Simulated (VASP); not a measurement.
A run of VASP 6.6.1:

Contents of INCAR:

```
  PREC = Accurate
  ENCUT = 520
  EDIFF = 1E-7
  ISMEAR = 0
  SIGMA = 0.05
  LREAL = Auto
  LASPH = T
  NELM = 100
  ALGO = Normal
  ISIF = 2
  LWAVE = F
  LCHARG = F
  GGA = PE
  NBANDS = 206
  LUSENCCL = F
```

KPOINTS

```
regular mesh
0
Gamma
  2 2 2
```

POSCAR

```
HfO2
1.0
   -5.0803190000      5.1648670000      4.8908840000
    5.0803190000     -5.1648670000      4.8908840000
    5.0803190000      5.1648670000     -4.8908840000
Hf O
16 32
Direct
    0.0048660000      0.0026710000      0.2796040000
    0.5048660000      0.5026710000      0.2796040000
    0.5048660000      0.0026710000      0.7796040000
    0.0048660000      0.5026710000      0.7796040000
    0.7451340000      0.0247390000      0.4978050000
    0.2451340000      0.5247390000      0.4978050000
    0.2451340000      0.0247390000      0.9978050000
    0.7451340000      0.5247390000      0.9978050000
    0.7230660000      0.2252610000      0.2203960000
    0.2230660000      0.7252610000      0.2203960000
    0.2230660000      0.2252610000      0.7203960000
    0.7230660000      0.7252610000      0.7203960000
    0.0269340000      0.2473290000      0.0021950000
    0.5269340000      0.7473290000      0.0021950000
    0.5269340000      0.2473290000      0.5021950000
    0.0269340000      0.7473290000      0.5021950000
    0.9621880000      0.4621880000      0.0000000000
    0.4621880000      0.9621880000      0.0000000000
    0.4621880000      0.4621880000      0.5000000000
    0.9621880000      0.9621880000      0.5000000000
    0.2878120000      0.2878120000      0.0000000000
    0.7878120000      0.7878120000      0.0000000000
    0.7878120000      0.2878120000      0.5000000000
    0.2878120000      0.7878120000      0.5000000000
    0.7554730000      0.0054730000      0.2500000000
    0.2554730000      0.5054730000      0.2500000000
    0.2554730000      0.0054730000      0.7500000000
    0.7554730000      0.5054730000      0.7500000000
    0.4945270000      0.2445270000      0.2500000000
    0.9945270000      0.7445270000      0.2500000000
    0.9945270000      0.2445270000      0.7500000000
    0.4945270000      0.7445270000      0.7500000000
    0.2795570000      0.1043250000      0.4884170000
    0.7795570000      0.6043250000      0.4884170000
    0.7795570000      0.1043250000      0.9884170000
    0.2795570000      0.6043250000      0.9884170000
    0.9704430000      0.4588600000      0.3247680000
    0.4704430000      0.9588600000      0.3247680000
    0.4704430000      0.4588600000      0.8247680000
    0.9704430000      0.9588600000      0.8247680000
    0.6159080000      0.2911400000      0.0115830000
    0.1159080000      0.7911400000      0.0115830000
    0.1159080000      0.2911400000      0.5115830000
    0.6159080000      0.7911400000      0.5115830000
    0.1340920000      0.1456750000      0.1752320000
    0.6340920000      0.6456750000      0.1752320000
    0.6340920000      0.1456750000      0.6752320000
    0.1340920000      0.6456750000      0.6752320000
```

Potentials or basis: VASP PAW PBE potentials, release 64 (Hf_pv, O).

Command:

```console
$ cat potpaw_PBE.64/Hf_pv/POTCAR potpaw_PBE.64/O/POTCAR > POTCAR
$ mpirun -np 1 vasp_std > vasp.out
```

Hardware: 1 × NVIDIA H100 80GB with 1 thread of Intel(R) Xeon(R) Platinum 8481C CPU @ 2.70GHz (Sapphire Rapids), with other jobs on the host.

Q: Estimate the wall time of this run.

A: Wall time 90 s on 1 × NVIDIA H100 80GB with 1 thread of Intel(R) Xeon(R) Platinum 8481C CPU @ 2.70GHz (Sapphire Rapids) (shared host), peak memory 1.7 GiB. Counts: scf iterations 17, k points 5.
